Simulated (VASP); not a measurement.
# Sr (P6_3/mmc) in VASP: notebook

Sr is run at these levels: PBEsol; tasks: single point.

Everything below comes from runs of VASP 6.6.1. Logs are shortened: lines on timing, memory, paths and dates and some standing lists are left out, and cuts for length are marked.

### 1 The cell of the first run

It takes space group P6_3/mmc (No. 194, hexagonal). The conventional cell has a = 3.627 Å, b = 3.627 Å, c = 5.979 Å, α = 90.00°, β = 90.00°, γ = 120.00°. Sr (site symmetry -6m2) has 12 Sr at 3.63 to 3.65 Å within 4.8 Å.

### 2 Single point, PBEsol (volume scaled by 0.65)

INCAR

```
SYSTEM = Sr
ALGO = Normal
EDIFF = 1E-6
ENCUT = 520
GGA = PS
ISIF = 2
ISMEAR = -1
LASPH = .True.
LCHARG = .False.
LREAL = .False.
LWAVE = .False.
NBANDS = 17
NELM = 80
PREC = Accurate
SIGMA = 0.1
```

KPOINTS

```
k-points
0
Gamma
  12 12 6
  0 0 0
```

POSCAR

```
Sr
1.0
    3.6274285960      0.0000000000      0.0000000000
   -1.8137142980      3.1414453145      0.0000000000
    0.0000000000      0.0000000000      5.9785575949
Sr
2
Direct
    0.3333333333      0.6666666667      0.2500000000
    0.6666666667      0.3333333333      0.7500000000
```

Potentials or basis: VASP PAW PBE potentials, release 64 (Sr_sv).

Run with:

```bash
$ cat potpaw_PBE.64/Sr_sv/POTCAR > POTCAR
$ mpirun -np 1 vasp_std > vasp.out
```

OUTCAR:

```text
SYSTEM = Sr
   EDIFF = 1E-6
   ENCUT = 520
   GGA = PS
   ISIF = 2
   ISMEAR = -1
   LASPH = .True.
   LREAL = .False.
   NELM = 80
   PREC = Accurate

 ion  position               nearest neighbor table
   1  0.333  0.667  0.250-   2 3.65   2 3.65   2 3.65   2 3.65   2 3.65   2 3.65
   2  0.667  0.333  0.750-   1 3.65   1 3.65   1 3.65   1 3.65   1 3.65   1 3.65

  LATTYP: Found a hexagonal cell.
 ALAT       =     3.6274285960
 C/A-ratio  =     1.6481530750

  Lattice vectors:

 A1 = (   3.6274285960,   0.0000000000,   0.0000000000)
 A2 = (  -1.8137142980,   3.1414453145,   0.0000000000)
 A3 = (   0.0000000000,   0.0000000000,   5.9785575949)

Analysis of symmetry for initial positions (statically):
=====================================================================
 Subroutine PRICEL returns:
 Original cell was already a primitive cell.

 Routine SETGRP: Setting up the symmetry group for a
 hexagonal supercell.

 Subroutine GETGRP returns: Found 24 space group operations
 (whereof 12 operations were pure point group operations)
 out of a pool of 24 trial point group operations.

The static configuration has the point symmetry D_3d.
 The point group associated with its full space group is D_6h.

Analysis of symmetry for dynamics (positions and initial velocities):
=====================================================================
 Subroutine PRICEL returns:
 Original cell was already a primitive cell.

 Routine SETGRP: Setting up the symmetry group for a
 hexagonal supercell.

 Subroutine GETGRP returns: Found 24 space group operations
 (whereof 12 operations were pure point group operations)
 out of a pool of 24 trial point group operations.

The dynamic configuration has the point symmetry D_3d.
 The point group associated with its full space group is D_6h.

 Subroutine INISYM returns: Found 24 space group operations
 (whereof 12 operations are pure point group operations),
 and found     1 'primitive' translations

----------------------------------------------------------------------------------------

                                     Primitive cell

  volume of cell :      68.1279

  direct lattice vectors                    reciprocal lattice vectors
     3.627428596  0.000000000  0.000000000     0.275677377  0.159162408  0.000000000
    -1.813714298  3.141445314  0.000000000     0.000000000  0.318324815  0.000000000
     0.000000000  0.000000000  5.978557595     0.000000000  0.000000000  0.167264425

  length of vectors
     3.627428596  3.627428596  5.978557595     0.318324815  0.318324815  0.167264425

  position of ions in fractional coordinates (direct lattice)
     0.333333333  0.666666667  0.250000000
     0.666666667  0.333333333  0.750000000

  ion indices of the primitive-cell ions
   primitive index   ion index
                 1           1
                 2           2

----------------------------------------------------------------------------------------

 KPOINTS: k-points

Automatic generation of k-mesh.
 Grid dimensions read from file:
 generate k-points for:   12   12    6

 Generating k-lattice:

  Cartesian coordinates                     Fractional coordinates (reciprocal lattice)
     0.022973115  0.013263534  0.000000000     0.083333333  0.000000000  0.000000000
     0.000000000  0.026527068  0.000000000     0.000000000  0.083333333  0.000000000
     0.000000000  0.000000000  0.027877404     0.000000000  0.000000000  0.166666667

  Length of vectors
     0.026527068  0.026527068  0.027877404

  Shift w.r.t. Gamma in fractional coordinates (k-lattice)
     0.000000000  0.000000000  0.000000000

 Subroutine IBZKPT returns following result:
 ===========================================

 Found     76 irreducible k-points:

 Following reciprocal coordinates:
            Coordinates               Weight
  0.000000  0.000000  0.000000      1.000000
  0.083333  0.000000  0.000000      6.000000
  0.166667  0.000000  0.000000      6.000000
  0.250000  0.000000  0.000000      6.000000
  0.333333  0.000000  0.000000      6.000000
  0.416667 -0.000000  0.000000      6.000000
[... 16 lines left out ...]
  0.250000  0.000000  0.166667     12.000000
  0.333333  0.000000  0.166667     12.000000
 [... further k-points ...]
   k-points           NKPTS =     76   k-points in BZ     NKDIM =     76   number of bands    NBANDS=     17
   number of dos      NEDOS =    301   number of ions     NIONS =      2
   total plane-waves  NPLWV =  37632
   dimension x,y,z NGX =    28 NGY =   28 NGZ =   48
   dimension x,y,z NGXF=    56 NGYF=   56 NGZF=   96
   ions per type =               2
   NGX,Y,Z   is equivalent  to a cutoff of  12.83, 12.83, 13.35 a.u.
   NGXF,Y,Z  is equivalent  to a cutoff of  25.66, 25.66, 26.69 a.u.
 SYSTEM =  Sr
   PREC   = accura    normal or accurate (medium, high low for compatibility)
   ISTART =      0    job   : 0-new  1-cont  2-samecut
   ICHARG =      2    charge: 1-file 2-atom 10-const
   ISPIN  =      1    spin polarized calculation?
   LNONCOLLINEAR =      F non collinear calculations
   LSORBIT =      F    spin-orbit coupling
   LASPH  =      T    aspherical Exc in radial PAW
   ENCUT  =  520.0 eV  38.22 Ry    6.18 a.u.   6.74  6.74 11.12*2*pi/ulx,y,z
   NELM   =     80;   NELMIN=  2; NELMDL= -5     # of ELM steps
   EDIFF  = 0.1E-05   stopping-criterion for ELM
   LREAL  =      F    real-space projection
   EDIFFG = 0.1E-04   stopping-criterion for IOM
   NSW    =      0    number of steps for IOM
   IBRION =     -1    ionic relax: 0-MD 1-quasi-New 2-CG
   NFREE  =      0    steps in history (QN), initial steepest desc. (CG)
   ISIF   =      2    stress and relaxation
   ISYM   =      2    0-nonsym 1-usesym 2-fastsym
   POTIM  = 0.5000    time-step for ionic-motion
   TEBEG  =    0.0;   TEEND  =   0.0 temperature during run
   PSTRESS=    0.0 pullay stress
   NELECT =      20.0000    total number of electrons
   NUPDOWN=      -1.0000    fix difference up-down
   EMIN   =  10.00;   EMAX   =-10.00  energy-range for DOS
   EFERMI =   0.00;   METHOD = LEGACY
   ISMEAR =    -1;   SIGMA  =   0.10  broadening in eV -4-tet -1-fermi 0-gaus
   EFERMI_NEDOS =   21; number of points for ismear=-14 and -15
   IALGO  =     38    algorithm
   IMIX   =      4    mixing-type and parameters
     AMIX     =   0.40;   BMIX     =  1.00
     AMIX_MAG =   1.60;   BMIX_MAG =  1.00
  volume/ion in A,a.u.               =      34.06       229.87
  Fermi-wavevector in a.u.,A,eV,Ry     =   1.088036  2.056090 16.106878  1.183822
  Thomas-Fermi vector in A             =   2.224209
   LORBIT       =      0    0 simple, 1 ext, 2 COOP (PROOUT), +10 PAW based schemes
   GGA     = PS    functional components
   LHFCALC =     F    Hartree Fock is set to
   AEXX    =    0.0000 exact exchange contribution
   IVDW    =     0    specifies the selected vdW correction
   LEPSILON=     F    determine dielectric tensor
   LRPA    =     F    only Hartree local field effects (RPA)
 non-spin polarized calculation
  energy-cutoff  :      520.00
  volume of cell :       68.13
 maximum number of plane-waves:      1864
 NGX is ok and might be reduce to    28
   NGX = 13   NGY = 13   NGZ = 23

 number of electron      20.0000000 magnetization

 Free energy of the ion-electron system (eV)
  ---------------------------------------------------
  ext. energy  EPLUGINS =         0.00000000
  ---------------------------------------------------
  free energy    TOTEN  =        -2.87380862 eV

  energy without entropy =       -2.80485687  energy(sigma->0) =       -2.83933275

 E-fermi :   3.3076     XC(G=0):  -9.0912

 val. band max:        3.2986056751   @ k =   0.3333   0.1667   0.0000
 cond. band min:       3.3262968338   @ k =   0.2500   0.1667   0.0000
 fundamental gap:      0.0276911587
 Fermi energy:         3.3075561466

 k-point     1 :       0.0000    0.0000    0.0000
  band No.  band energies     occupation
      1     -32.3398      2.00000
      2     -32.2264      2.00000
      3     -14.8953      2.00000
      4     -14.0737      2.00000
      5     -14.0737      2.00000
      6     -13.9619      2.00000
[... 9 lines left out ...]
     16       6.8511      0.00000
     17       7.7184      0.00000

 k-point     2 :       0.0833    0.0000    0.0000
  band No.  band energies     occupation
      1     -32.3328      2.00000
      2     -32.2227      2.00000
      3     -14.8740      2.00000
      4     -14.1265      2.00000
      5     -14.0896      2.00000
      6     -14.0169      2.00000
[... 9 lines left out ...]
     16       7.0113      0.00000
     17       7.3865      0.00000

 k-point     3 :       0.1667    0.0000    0.0000
  band No.  band energies     occupation
      1     -32.3132      2.00000
      2     -32.2130      2.00000
      3     -14.8131      2.00000
      4     -14.2701      2.00000
      5     -14.1612      2.00000
      6     -14.1312      2.00000
[... 9 lines left out ...]
     16       6.8889      0.00000
     17       7.0994      0.00000

 k-point     4 :       0.2500    0.0000    0.0000
  band No.  band energies     occupation
      1     -32.2853      2.00000
      2     -32.2007      2.00000
      3     -14.7215      2.00000
      4     -14.4642      2.00000
      5     -14.3457      2.00000
      6     -14.1852      2.00000
[... 9 lines left out ...]
     16       7.4826      0.00000
     17       7.6036      0.00000

 k-point     5 :       0.3333    0.0000    0.0000
  band No.  band energies     occupation
      1     -32.2554      2.00000
      2     -32.1901      2.00000
      3     -14.6546      2.00000
      4     -14.6136      2.00000
      5     -14.5191      2.00000
      6     -14.2369      2.00000
[... 9 lines left out ...]
     16       8.2877      0.00000
     17       8.6268      0.00000

 k-point     6 :       0.4167   -0.0000    0.0000
  band No.  band energies     occupation
      1     -32.2310      2.00000
      2     -32.1848      2.00000
      3     -14.7908      2.00000
      4     -14.6406      2.00000
      5     -14.5132      2.00000
      6     -14.2737      2.00000
[... 9 lines left out ...]
     16       9.2839      0.00000
     17       9.8161      0.00000

 k-point     7 :       0.5000    0.0000    0.0000
  band No.  band energies     occupation
      1     -32.2208      2.00000
      2     -32.1840      2.00000
      3     -14.8400      2.00000
      4     -14.6841      2.00000
      5     -14.4657      2.00000
      6     -14.2869      2.00000
[... 9 lines left out ...]
     16      10.0793      0.00000
     17      10.5396      0.00000

 k-point     8 :       0.0833    0.0833    0.0000
  band No.  band energies     occupation
      1     -32.3194      2.00000
      2     -32.2161      2.00000
      3     -14.8329      2.00000
      4     -14.2138      2.00000
      5     -14.1565      2.00000
      6     -14.0817      2.00000
[... 9 lines left out ...]
     16       6.8766      0.00000
     17       7.2681      0.00000
[... 203 lines left out ...]
      1     -32.1922      2.00000
      2     -32.1922      2.00000
      3     -14.6731      2.00000
      4     -14.5465      2.00000
      5     -14.5465      2.00000
      6     -14.3906      2.00000
[... 9 lines left out ...]
     16       9.1840      0.00000
     17       9.1883      0.00000

 k-point    20 :       0.0000    0.0000    0.1667
  band No.  band energies     occupation
      1     -32.3323      2.00000
      2     -32.2341      2.00000
      3     -14.8380      2.00000
      4     -14.0663      2.00000
      5     -14.0663      2.00000
      6     -14.0295      2.00000
[... 9 lines left out ...]
     16       6.7087      0.00000
     17       7.9863      0.00000

 k-point    21 :       0.0833    0.0000    0.1667
  band No.  band energies     occupation
      1     -32.3255      2.00000
      2     -32.2302      2.00000
      3     -14.8200      2.00000
      4     -14.1177      2.00000
      5     -14.0816      2.00000
      6     -14.0673      2.00000
[... 9 lines left out ...]
     16       6.8466      0.00000
     17       7.7820      0.00000

 k-point    22 :       0.1667    0.0000    0.1667
  band No.  band energies     occupation
      1     -32.3066      2.00000
      2     -32.2198      2.00000
      3     -14.7703      2.00000
      4     -14.2573      2.00000
      5     -14.1977      2.00000
      6     -14.1219      2.00000
[... 9 lines left out ...]
     16       7.1560      0.00000
     17       7.6683      0.00000

 k-point    23 :       0.2500    0.0000    0.1667
  band No.  band energies     occupation
      1     -32.2797      2.00000
      2     -32.2064      2.00000
      3     -14.7088      2.00000
      4     -14.4370      2.00000
      5     -14.3696      2.00000
      6     -14.1744      2.00000
[... 9 lines left out ...]
     16       7.6401      0.00000
     17       7.7294      0.00000

 k-point    24 :       0.3333    0.0000    0.1667
  band No.  band energies     occupation
      1     -32.2511      2.00000
      2     -32.1945      2.00000
      3     -14.7213      2.00000
      4     -14.5769      2.00000
      5     -14.4808      2.00000
      6     -14.2249      2.00000
[... 9 lines left out ...]
     16       8.3277      0.00000
     17       8.5256      0.00000

 [... further k-points ...]

------------------------ aborting loop because EDIFF is reached ----------------------------------------

  FORCE on cell =-STRESS in cart. coord.  units (eV):
  Direction    XX          YY          ZZ          XY          YZ          ZX
  --------------------------------------------------------------------------------------
  -------------------------------------------------------------------------------------
  Total        4.0970446      4.0970446      4.1692718      0.0000000      0.0000000      0.0000000
  in kB       96.3510572     96.3510572     98.0496375      0.0000000      0.0000000      0.0000000
  external PRESSURE =      96.9172506 kB  Pullay stress =       0.0000000 kB

 VOLUME and BASIS-vectors are now :
 -----------------------------------------------------------------------------
  energy-cutoff  :      520.00
  volume of cell :       68.13
      direct lattice vectors                 reciprocal lattice vectors
     3.627428596  0.000000000  0.000000000     0.275677377  0.159162408  0.000000000
    -1.813714298  3.141445314  0.000000000     0.000000000  0.318324815  0.000000000
     0.000000000  0.000000000  5.978557595     0.000000000  0.000000000  0.167264425

 POSITION                                       TOTAL-FORCE (eV/Angst)
 -----------------------------------------------------------------------------------
     -0.00000      2.09430      1.49464         0.000000     -0.000000      0.000000
      1.81371      1.04715      4.48392        -0.000000      0.000000     -0.000000
 -----------------------------------------------------------------------------------
    total drift:                               -0.000000      0.000000     -0.000000

  FREE ENERGIE OF THE ION-ELECTRON SYSTEM (eV)
  ---------------------------------------------------
  free  energy   TOTEN  =        -2.8738086220 eV

  energy  without entropy=       -2.8048568741  energy(sigma->0) =       -2.83933275
```

It took 26 s on 1 thread of Intel Xeon 6975P-C (Granite Rapids), shared host; peak memory 0.23 GiB.

What came out:

```yaml
Free_energy: -2.8738 eV
Pressure: 9.7 GPa
Band_gap_on_the_k_mesh: zero (band 10 reaches 3.60 eV, above the bottom of band 11 at 2.96 eV)
```

Caveat: the PAW data sets were made with another functional, which shifts forces and pressure a little.

[end of part 1 of 2]
